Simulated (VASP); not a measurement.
## BaNiBi2C5: single point with PBE

BaNiBi2C5:

```xyz
9
Lattice="0.0000 6.0157 0.0000 3.8974 0.0000 0.0000 1.9487 3.0079 -5.9184" Properties=species:S:1:pos:R:3 pbc="T T T"
Ba    0.0000    0.0000    0.0000
Bi    1.9487    6.0157   -3.5215
Bi    3.8974    3.0079   -2.3970
Ni    1.9487    3.0079    0.0000
C     1.9487    1.5701   -1.7282
C     1.9487    4.4456   -1.7282
C     3.8974    7.4535   -4.1902
C     3.8974    4.5779   -4.1902
C     0.0000    3.0079    0.0000
```

| Item | Value |
| --- | --- |
| Program | VASP 6.6.1 |
| Task | single point |
| Functional | PBE |
| Potentials or basis | VASP PAW PBE potentials, release 64 (Ba_sv, Bi_d, Ni, C) |
| Cutoff | 520 eV |
| k mesh | 7 × 7 × 7 |
| Occupations | fermi-dirac, width 0.1 eV |
| Spin | no spin polarisation |
| Dipole correction | no |
| Further INCAR settings | ALGO = Normal; EDIFF = 1e-07; NBANDS = 45 |

```yaml
Pressure: 2.8 GPa
Largest_force: 1.477 eV/Å
Band_gap_on_the_k_mesh: zero (bands 35 and 36 overlap by 1.02 eV)
```

Forces on the atoms (eV/Å):
```
Ba   0.000  0.000  0.000
Bi   0.000  0.000  0.133
Bi   0.000  0.000 -0.133
Ni   0.000  0.000  0.000
C    0.000  1.178  0.891
C    0.000 -1.178  0.891
C    0.000 -1.178 -0.891
C    0.000  1.178 -0.891
C    0.000  0.000  0.000
```

Stress tensor (GPa, compression positive):
```
-2.42  0.00  0.00
 0.00  0.40  0.00
 0.00  0.00 10.39
```

Levels at points of the mesh, in eV from the Fermi level:
```
           k point  band 32  band 33  band 34  band 35  band 36  band 37  band 38  band 39
(0.00, 0.00, 0.00)    -0.57    -0.43     0.11     0.12     0.13     0.17     0.25     0.59
```

Wall time 19 min on 1 thread of Intel Xeon 8259CL, with other jobs on the host, peak memory 0.54 GiB.

Caveat: the stress differs along the axes, from -2 to 10 GPa; spin-orbit coupling is left out, which moves the levels of the heavy elements; forces of over 1 eV/Å act on the atoms, so gaps and moduli don't describe the material at rest. Spin polarisation is off, so any magnetic state and its effect on volume and gap are missing.
